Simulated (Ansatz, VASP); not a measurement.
**SiC, level by level in two programs**

```xyz
12
Lattice="3.1357 0.0000 0.0000 -1.5679 2.7156 0.0000 0.0000 0.0000 15.3696" Properties=species:S:1:pos:R:3 pbc="T T T"
Si    1.5679    0.9052    7.0439
Si    0.0000    1.8104   14.7287
Si    1.5679    0.9052   12.1681
Si    0.0000    1.8104    4.4833
Si    0.0000    0.0000    9.6060
Si    0.0000    0.0000    1.9212
C     1.5679    0.9052    5.1227
C     0.0000    1.8104   12.8075
C     1.5679    0.9052   10.2469
C     0.0000    1.8104    2.5621
C     0.0000    0.0000    7.6848
C     0.0000    0.0000    0.0000
```

Single points on this cell with VASP 6.6.1 and Ansatz 0.2.0. Each row is one pair of runs. Alike in all rows: spin: off; k mesh: 10 × 10 × 2; smearing: fermi-dirac, width 0.05 eV; VASP's potentials, cutoff: VASP PAW PBE potentials, release 64 (Si, C), 520 eV.

```tsv
level	Ansatz's potentials, cutoff	gap on the k mesh at the Fermi level (eV), VASP	gap on the k mesh at the Fermi level (eV), Ansatz	least direct gap on the mesh (eV), VASP	least direct gap on the mesh (eV), Ansatz	pressure (GPa), VASP	pressure (GPa), Ansatz
PBEsol+D4	Ansatz PAW, 420 eV	1.92	1.92	3.00	3.01	-12.6	-12.9
BLYP+D4	Ansatz PAW, 420 eV	2.33	2.33	3.41	3.40	-10.2	-10.8
PBE	Ansatz NC, 1116 eV	2.03	2.02	3.11	3.11	-7.6	-7.4
RPBE+D3(BJ)	Ansatz PAW, 420 eV	2.05	2.05	3.12	3.13	-24.8	-24.3
PBE	JTH PAW, 780 eV	2.03	2.04	3.11	3.13	-7.6	-8.0
PBEsol	Ansatz PAW, 420 eV	1.92	?	3.00	?	-10.5	?
BLYP	Ansatz PAW, 420 eV	2.33	2.33	3.41	3.40	-2.6	-3.1
```

Question: Fill in what Ansatz gave in row 6.

Answer: gap on the k mesh at the Fermi level (eV): 1.92; least direct gap on the mesh (eV): 3.01; pressure (GPa): -10.8.
